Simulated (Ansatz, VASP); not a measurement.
**Two plane-wave programs on Sn**

File INCAR:

```
ALGO     = Normal         # electronic algorithm
EDIFF    = 1E-6           # SCF threshold, eV
EDIFFG   = -0.01          # ionic threshold
ENCUT    = 600            # plane-wave cutoff, eV
GGA      = PE             # functional
IBRION   = 2              # ionic algorithm
ISIF     = 3              # what is computed and relaxed
ISMEAR   = 0              # smearing method
LASPH    = T              # aspherical terms in the spheres
LCHARG   = F              # write CHGCAR
LREAL    = F              # projectors in reciprocal space
LWAVE    = F              # write WAVECAR
NELM     = 80             # most SCF steps
NSW      = 80             # ionic steps
PREC     = Accurate       # precision mode
SIGMA    = 0.1            # smearing width, eV
```

KPOINTS

```
k-points
0
Gamma
  16 16 16
```

The input POSCAR:

```
Sn
1.0
    0.0000000000      2.4105216699      2.4105216699
    2.4105216699      0.0000000000      2.4105216699
    2.4105216699      2.4105216699      0.0000000000
Sn
1
Direct
    0.0000000000      0.0000000000      0.0000000000
```

Input for Ansatz:

```yaml
crystal:
  lattice:
    - [0.0, 2.4105216699, 2.4105216699]
    - [2.4105216699, 0.0, 2.4105216699]
    - [2.4105216699, 2.4105216699, 0.0]
  atoms:
    - { symbol: Sn, position: [0.0, 0.0, 0.0] }
basis:
  ecutwfc: 420
kpoints:
  mp_grid: { grid: [16, 16, 16] }
hamiltonian:
  xc: pbe
scf:
  occupations: { method: gaussian, width: 0.1 }
output:
  forces: true
  stress: true
  eigenvalues: true
  write_density: true
  write_potential: true
  elf: true
  volumetric_format: npy
relax:
  adjacent_minimum: "off"
  f_tol: 0.01
  max_steps: 60
  cell: { stress_tol: 0.1 }
```

Alike in both runs: task relaxation of cell and atoms; functional PBE; k mesh 16 × 16 × 16; occupations gaussian, width 0.1 eV; no spin polarisation.

```csv
,VASP,Ansatz
version,VASP 6.6.1,Ansatz 0.2.0
potentials or method,"VASP PAW PBE potentials, release 64 (Sn_d), cutoff 600 eV","scalar-relativistic, plane waves, PAW"
valence electrons in the cell,14,14
```

```csv
,VASP,Ansatz,Ansatz less VASP
"gap on the k mesh at the Fermi level, each at its own relaxed structure (eV)",none,none,-
relaxed volume (Å³/atom),28.01,28.01,0.000
relaxed cell length with the largest relative difference (Å),3.409,3.409,0.0000
```

A gap of «none» marks a metal or a gap that the smearing closes.

Noted on VASP's run: the relaxation stopped at its first step, so nothing moved.
